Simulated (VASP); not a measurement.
Input of a VASP 6.6.1 run:

The input INCAR:

```
PREC = Accurate
ENCUT = 600
EDIFF = 1E-6
ISMEAR = -1
SIGMA = 0.05
LREAL = F
LASPH = T
NELM = 60
ALGO = Normal
ISIF = 3
LWAVE = F
LCHARG = F
IBRION = 2
NSW = 60
EDIFFG = -0.01
```

The input KPOINTS:

```
regular mesh
0
Gamma
  5 5 5
```

File POSCAR:

```
MgC2
1.0
    3.9507770000      0.0000000000      0.0000000000
    0.0000000000      3.9507770000      0.0000000000
    0.0000000000      0.0000000000      4.9870890000
Mg C
2 4
Direct
    0.0000000000      0.0000000000      0.5000000000
    0.5000000000      0.5000000000      0.0000000000
    0.3876550000      0.6123450000      0.5000000000
    0.1123450000      0.1123450000      0.0000000000
    0.6123450000      0.3876550000      0.5000000000
    0.8876550000      0.8876550000      0.0000000000
```

Potentials or basis: VASP PAW LDA potentials, release 64 (Mg, C).

Run with:

```sh
$ cat potpaw_LDA.64/Mg/POTCAR potpaw_LDA.64/C/POTCAR > POTCAR
$ mpirun -np 1 vasp_std > vasp.out
```

Q: Predict the band gap on the k mesh.

A: 2.29 eV (least direct gap 2.61 eV).

Q: What does it give for the space group after relaxing (to 0.1 Å)?

A: P4_2/mnm (No. 136).

The path:
```csv
step,energy change (eV),largest force (eV/Å),pressure (GPa),volume (Å³)
1,0.0000,0.3784,-6.00,77.84
2,0.2143,5.6812,8.50,72.49
3,-0.0350,1.0337,-2.55,76.31
4,-0.0918,0.0236,-0.54,73.27
5,-0.0925,0.1052,-0.24,72.89
6,-0.0924,0.0820,-0.29,72.96
7,-0.0938,0.1008,0.21,72.71
8,-0.0940,0.1997,0.48,72.58
9,-0.0946,0.1681,0.48,72.52
10,-0.0958,0.0737,0.49,72.34
11,-0.0961,0.1127,0.52,71.98
12,-0.0963,0.0437,0.51,72.12
13,-0.0965,0.0350,0.47,72.15
14,-0.0970,0.0114,0.35,72.23
15,-0.0974,0.0362,0.12,72.41
16,-0.0974,0.0585,-0.07,72.45
17,-0.0975,0.0024,0.03,72.43
```

A k mesh can miss the band edges.
